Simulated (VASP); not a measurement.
A run of VASP 6.6.1 is set up as follows.

File INCAR:

```
ALGO = Normal
EDIFF = 1E-7
ENCUT = 520
GGA = PE
ISIF = 2
ISMEAR = -1
IVDW = 12
LASPH = T
LCHARG = F
LREAL = Auto
LWAVE = F
NBANDS = 70
NELM = 60
PREC = Accurate
SIGMA = 0.002
```

KPOINTS

```
k-points
0
Gamma
  2 2 2
```

POSCAR

```
Na
1.0
    8.5987130000      0.0000000000      0.0000000000
    0.0000000000      8.5987130000      0.0000000000
    0.0000000000      0.0000000000      8.5987130000
Na
16
Direct
    0.0253526313     -0.0156418757     -0.0109551278
    0.4775133209     -0.0012211130     -0.0134555020
   -0.0157116536      0.5156701939      0.0271435970
   -0.0033725977      0.0132810573      0.4844445907
    0.2650047746      0.2488744537      0.2752853828
    0.4719659791      0.5103205561     -0.0442391786
    0.5030520265      0.0061288242      0.5364407441
    0.7196658384      0.2776927198      0.2488860833
    0.0259806322      0.4962137939      0.5278696940
    0.2677028527      0.7278647398      0.1924939232
    0.2704939681      0.2583875052      0.7600788630
    0.4875613362      0.4912828234      0.4958765341
    0.7324003022      0.7428902442      0.2973235646
    0.7469722504      0.2473625995      0.7182586510
    0.2703427827      0.7220266568      0.7470303986
    0.7234687331      0.7330748218      0.7481352151
```

Potentials or basis: VASP PAW PBE potentials, release 64 (Na_pv).

Launch:

```bash
$ cat potpaw_PBE.64/Na_pv/POTCAR > POTCAR
$ mpirun -np 1 vasp_std > vasp.out
```

(1) What does it give for the pressure?

(2) Estimate the band gap on the k mesh.

(3) Estimate the largest force.

Answers

(1) -0.7 GPa.

(2) zero (bands 56 and 57 overlap by 1.18 eV).

(3) 0.409 eV/Å.

Caveat: the k points lie up to 0.37 Å⁻¹ apart, too coarse for converged energies and pressures of a metal.
